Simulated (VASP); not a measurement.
# TePb (Fm-3m) in VASP: relaxation of cell and atoms with r2SCAN

Aim: the relaxation of cell and atoms of TePb with r2SCAN.

Program: VASP 6.6.1. These are calculated values, not measurements. Logs are shortened: lines on timing, memory, paths and dates and some standing lists are left out, and cuts for length are marked.

### Step 1. The cell of the first run

Symmetry: Fm-3m, No. 225, cubic system. Conventional cell: a = 6.462 Å, b = 6.462 Å, c = 6.462 Å, α = 90.00°, β = 90.00°, γ = 90.00°. Te (site symmetry m-3m) has 6 Pb at 3.23 Å within 4.3 Å. Within 4.3 Å of Pb (site symmetry m-3m) lie 6 Te at 3.23 Å.

### Step 2. Relaxation of cell and atoms, r2SCAN

The input, POSCAR:

```
TePb
1.0
    0.0000000000      3.2310000000      3.2310000000
    3.2310000000      0.0000000000      3.2310000000
    3.2310000000      3.2310000000      0.0000000000
Te Pb
1 1
Direct
    0.5000000000      0.5000000000      0.5000000000
    0.0000000000      0.0000000000      0.0000000000
```

The input, INCAR.step1:

```
PREC = Accurate
ENCUT = 600
ISMEAR = -1
SIGMA = 0.08
LREAL = F
LASPH = T
NELM = 100
GGA = PE
ALGO = Normal
EDIFF = 1E-4
LWAVE = T
LCHARG = F
```

The input, INCAR.step2:

```
PREC = Accurate
ENCUT = 600
EDIFF = 1E-6
ISMEAR = -1
SIGMA = 0.08
LREAL = F
LASPH = T
NELM = 100
ALGO = Normal
ISIF = 3
LWAVE = F
LCHARG = F
METAGGA = R2SCAN
LMIXTAU = T
IBRION = 2
NSW = 100
EDIFFG = -0.002
ISTART = 1
```

The input, KPOINTS:

```
Automatic mesh
0
Gamma
  14 14 14
```

Potentials or basis: VASP PAW PBE potentials, release 64 (Te, Pb_d).

Run with:

```sh
$ cat potpaw_PBE.64/Te/POTCAR potpaw_PBE.64/Pb_d/POTCAR > POTCAR
$ cp INCAR.step1 INCAR
$ mpirun -np 1 vasp_std > vasp.out
$ cp INCAR.step2 INCAR
$ mpirun -np 1 vasp_std > vasp.out
```

OUTCAR:

```text
PREC = Accurate
   ENCUT = 600
   EDIFF = 1E-6
   ISMEAR = -1
   LREAL = F
   LASPH = T
   NELM = 100
   ISIF = 3
   METAGGA = R2SCAN
   IBRION = 2
   NSW = 100
   EDIFFG = -0.002
   ISTART = 1

 ion  position               nearest neighbor table
   1  0.500  0.500  0.500-   2 3.23   2 3.23   2 3.23   2 3.23   2 3.23   2 3.23
   2  0.000  0.000  0.000-   1 3.23   1 3.23   1 3.23   1 3.23   1 3.23   1 3.23

  LATTYP: Found a face centered cubic cell.
 ALAT       =     6.4620000000

  Lattice vectors:

 A1 = (   0.0000000000,   3.2310000000,   3.2310000000)
 A2 = (   3.2310000000,   0.0000000000,   3.2310000000)
 A3 = (   3.2310000000,   3.2310000000,   0.0000000000)

Analysis of symmetry for initial positions (statically):
=====================================================================
 Subroutine PRICEL returns:
 Original cell was already a primitive cell.

 Routine SETGRP: Setting up the symmetry group for a
 face centered cubic supercell.

 Subroutine GETGRP returns: Found 48 space group operations
 (whereof 48 operations were pure point group operations)
 out of a pool of 48 trial point group operations.

The static configuration has the point symmetry O_h .

Analysis of symmetry for dynamics (positions and initial velocities):
=====================================================================
 Subroutine PRICEL returns:
 Original cell was already a primitive cell.

 Routine SETGRP: Setting up the symmetry group for a
 face centered cubic supercell.

 Subroutine GETGRP returns: Found 48 space group operations
 (whereof 48 operations were pure point group operations)
 out of a pool of 48 trial point group operations.

The dynamic configuration has the point symmetry O_h .

 Subroutine INISYM returns: Found 48 space group operations
 (whereof 48 operations are pure point group operations),
 and found     1 'primitive' translations

----------------------------------------------------------------------------------------

                                     Primitive cell

  volume of cell :      67.4592

  direct lattice vectors                    reciprocal lattice vectors
     0.000000000  3.231000000  3.231000000    -0.154750851  0.154750851  0.154750851
     3.231000000  0.000000000  3.231000000     0.154750851 -0.154750851  0.154750851
     3.231000000  3.231000000  0.000000000     0.154750851  0.154750851 -0.154750851

  length of vectors
     4.569324020  4.569324020  4.569324020     0.268036337  0.268036337  0.268036337

  position of ions in fractional coordinates (direct lattice)
     0.500000000  0.500000000  0.500000000
     0.000000000  0.000000000  0.000000000

  ion indices of the primitive-cell ions
   primitive index   ion index
                 1           1
                 2           2

----------------------------------------------------------------------------------------

 KPOINTS: Automatic mesh

Automatic generation of k-mesh.
 Grid dimensions read from file:
 generate k-points for:   14   14   14

 Generating k-lattice:

  Cartesian coordinates                     Fractional coordinates (reciprocal lattice)
    -0.011053632  0.011053632  0.011053632     0.071428571  0.000000000  0.000000000
     0.011053632 -0.011053632  0.011053632     0.000000000  0.071428571  0.000000000
     0.011053632  0.011053632 -0.011053632     0.000000000  0.000000000  0.071428571

  Length of vectors
     0.019145453  0.019145453  0.019145453

  Shift w.r.t. Gamma in fractional coordinates (k-lattice)
     0.000000000  0.000000000  0.000000000

 Subroutine IBZKPT returns following result:
 ===========================================

 Found    104 irreducible k-points:

 Following reciprocal coordinates:
            Coordinates               Weight
  0.000000  0.000000  0.000000      1.000000
  0.071429  0.000000  0.000000      8.000000
  0.142857  0.000000  0.000000      8.000000
  0.214286  0.000000  0.000000      8.000000
  0.285714  0.000000  0.000000      8.000000
  0.357143  0.000000  0.000000      8.000000
[... 16 lines left out ...]
  0.214286  0.142857  0.000000     24.000000
  0.285714  0.142857  0.000000     24.000000
 [... further k-points ...]
   k-points           NKPTS =    104   k-points in BZ     NKDIM =    104   number of bands    NBANDS=     14
   number of dos      NEDOS =    301   number of ions     NIONS =      2
   total plane-waves  NPLWV =  64000
   dimension x,y,z NGX =    40 NGY =   40 NGZ =   40
   dimension x,y,z NGXF=    80 NGYF=   80 NGZF=   80
   ions per type =               1   1
   NGX,Y,Z   is equivalent  to a cutoff of  14.55, 14.55, 14.55 a.u.
   NGXF,Y,Z  is equivalent  to a cutoff of  29.11, 29.11, 29.11 a.u.
 SYSTEM =  unknown system
   PREC   = accura    normal or accurate (medium, high low for compatibility)
   ISTART =      1    job   : 0-new  1-cont  2-samecut
   ICHARG =      0    charge: 1-file 2-atom 10-const
   ISPIN  =      1    spin polarized calculation?
   LNONCOLLINEAR =      F non collinear calculations
   LSORBIT =      F    spin-orbit coupling
   LASPH  =      T    aspherical Exc in radial PAW
   ENCUT  =  600.0 eV  44.10 Ry    6.64 a.u.   9.13  9.13  9.13*2*pi/ulx,y,z
   NELM   =    100;   NELMIN=  2; NELMDL=  0     # of ELM steps
   EDIFF  = 0.1E-05   stopping-criterion for ELM
   LREAL  =      F    real-space projection
   EDIFFG = -.2E-02   stopping-criterion for IOM
   NSW    =    100    number of steps for IOM
   IBRION =      2    ionic relax: 0-MD 1-quasi-New 2-CG
   NFREE  =      1    steps in history (QN), initial steepest desc. (CG)
   ISIF   =      3    stress and relaxation
   ISYM   =      2    0-nonsym 1-usesym 2-fastsym
   POTIM  = 0.5000    time-step for ionic-motion
   TEBEG  =    0.0;   TEEND  =   0.0 temperature during run
   PSTRESS=    0.0 pullay stress
   NELECT =      20.0000    total number of electrons
   NUPDOWN=      -1.0000    fix difference up-down
   EMIN   =  10.00;   EMAX   =-10.00  energy-range for DOS
   EFERMI =   0.00;   METHOD = LEGACY
   ISMEAR =    -1;   SIGMA  =   0.08  broadening in eV -4-tet -1-fermi 0-gaus
   EFERMI_NEDOS =   21; number of points for ismear=-14 and -15
   IALGO  =     38    algorithm
   IMIX   =      4    mixing-type and parameters
     AMIX     =   0.40;   BMIX     =  1.00
     AMIX_MAG =   1.60;   BMIX_MAG =  1.00
  volume/ion in A,a.u.               =      33.73       227.62
  Fermi-wavevector in a.u.,A,eV,Ry     =   1.091619  2.062861 16.213147  1.191633
  Thomas-Fermi vector in A             =   2.227868
   LORBIT       =      0    0 simple, 1 ext, 2 COOP (PROOUT), +10 PAW based schemes
   METAGGA = R2SCAN    functional components
   LHFCALC =     F    Hartree Fock is set to
   AEXX    =    0.0000 exact exchange contribution
   IVDW    =     0    specifies the selected vdW correction
   LEPSILON=     F    determine dielectric tensor
   LRPA    =     F    only Hartree local field effects (RPA)
 conjugate gradient relaxation of ions
 non-spin polarized calculation
  energy-cutoff  :      600.00
  volume of cell :       67.46
 maximum number of plane-waves:      2272
 NGX is ok and might be reduce to    40
   NGX = 19   NGY = 19   NGZ = 19

--------------------------------------- Ionic step        1  -------------------------------------------

 number of electron      19.9999998 magnetization

 Free energy of the ion-electron system (eV)
  ---------------------------------------------------
  ext. energy  EPLUGINS =         0.00000000
  ---------------------------------------------------
  free energy    TOTEN  =       -82.69593346 eV

  energy without entropy =      -82.69591180  energy(sigma->0) =      -82.69592263

------------------------ aborting loop because EDIFF is reached ----------------------------------------

  FORCE on cell =-STRESS in cart. coord.  units (eV):
  Direction    XX          YY          ZZ          XY          YZ          ZX
  --------------------------------------------------------------------------------------
  -------------------------------------------------------------------------------------
  Total        0.6462726      0.6462726      0.6462726      0.0000000      0.0000000      0.0000000
  in kB       15.3491889     15.3491889     15.3491889      0.0000000      0.0000000      0.0000000
  external PRESSURE =      15.3491889 kB  Pullay stress =       0.0000000 kB
[... 57 lines left out ...]
  energy  without entropy=      -82.7051452826  energy(sigma->0) =      -82.70515329

--------------------------------------- Ionic step        3  -------------------------------------------

 number of electron      20.0000001 magnetization

 Free energy of the ion-electron system (eV)
  ---------------------------------------------------
  ext. energy  EPLUGINS =         0.00000000
  ---------------------------------------------------
  free energy    TOTEN  =       -82.70664515 eV

  energy without entropy =      -82.70662801  energy(sigma->0) =      -82.70663658

 E-fermi :   5.6488     XC(G=0):  -9.6544

 val. band max:        5.0719875012   @ k =   0.5000   0.0000   0.0000
 cond. band min:       6.1652229668   @ k =   0.5000   0.0000   0.0000
 fundamental gap:      1.0932354657
 Fermi energy:         5.6487785568

 k-point     1 :       0.0000    0.0000    0.0000
  band No.  band energies     occupation
      1     -12.2429      2.00000
      2     -12.2429      2.00000
      3     -12.2338      2.00000
      4     -12.2338      2.00000
      5     -12.2338      2.00000
      6      -7.1518      2.00000
      7      -0.6457      2.00000
      8       3.7177      2.00000
      9       3.7177      2.00000
     10       3.7177      2.00000
     11       9.3904      0.00000
     12       9.3904      0.00000
     13       9.3904      0.00000
     14      11.3389      0.00000
[... 375 lines left out ...]
 k-point    24 :       0.2857    0.1429    0.0000
  band No.  band energies     occupation
      1     -12.2591      2.00000
      2     -12.2432      2.00000
      3     -12.2350      2.00000
      4     -12.2256      2.00000
      5     -12.2237      2.00000
      6      -6.5350      2.00000
      7      -2.0470      2.00000
      8       3.2542      2.00000
      9       3.3446      2.00000
     10       4.4213      2.00000
     11       7.0895      0.00000
     12       8.8246      0.00000
     13       8.9394      0.00000
     14      10.4137      0.00000

 [... further k-points ...]
[... 5 lines left out ...]
  --------------------------------------------------------------------------------------
  -------------------------------------------------------------------------------------
  Total        0.0027595      0.0027595      0.0027595      0.0000000      0.0000000      0.0000000
  in kB        0.0633737      0.0633737      0.0633737      0.0000000      0.0000000      0.0000000
  external PRESSURE =       0.0633737 kB  Pullay stress =       0.0000000 kB
[... 17 lines left out ...]
  FREE ENERGIE OF THE ION-ELECTRON SYSTEM (eV)
  ---------------------------------------------------
  free  energy   TOTEN  =       -82.7066451526 eV

  energy  without entropy=      -82.7066280136  energy(sigma->0) =      -82.70663658

 reached required accuracy - stopping structural energy minimisation
```

Wall time 23 min (1 thread of Intel Xeon 8259CL, shared host); peak memory 0.37 GiB.

Results:

| Quantity | Value |
| --- | --- |
| Free energy | -82.7066 eV |
| Relaxed volume | 34.88 Å³/atom |
| Relaxed cell | a = 4.621 Å, b = 4.621 Å, c = 4.621 Å, α = 60.00°, β = 60.00°, γ = 60.00° |
| Space group after relaxing (to 0.1 Å) | Fm-3m (No. 225) |
| Energy gained by relaxing | 5.4 meV/atom |
| Ionic steps | 3 |
| Pressure after relaxing | 0.0 GPa |
| Band gap on the k mesh | 1.09 eV |

The path:
```tsv
step	energy change (eV)	largest force (eV/Å)	pressure (GPa)	volume (Å³)
1	0.0000	0.0000	1.53	67.46
2	-0.0092	0.0000	-0.53	70.66
3	-0.0107	0.0000	0.01	69.76
```

Final structure:
```
Te Pb
1.0
     0.00000    3.26739    3.26739
     3.26739    0.00000    3.26739
     3.26739    3.26739    0.00000
Te Pb
1 1
Direct
  0.50000 0.50000 0.50000
  0.00000 0.00000 0.00000
```

Caveat: the PAW data sets were made with another functional, which shifts forces and pressure a little; spin-orbit coupling is left out, which moves the levels of the heavy elements.
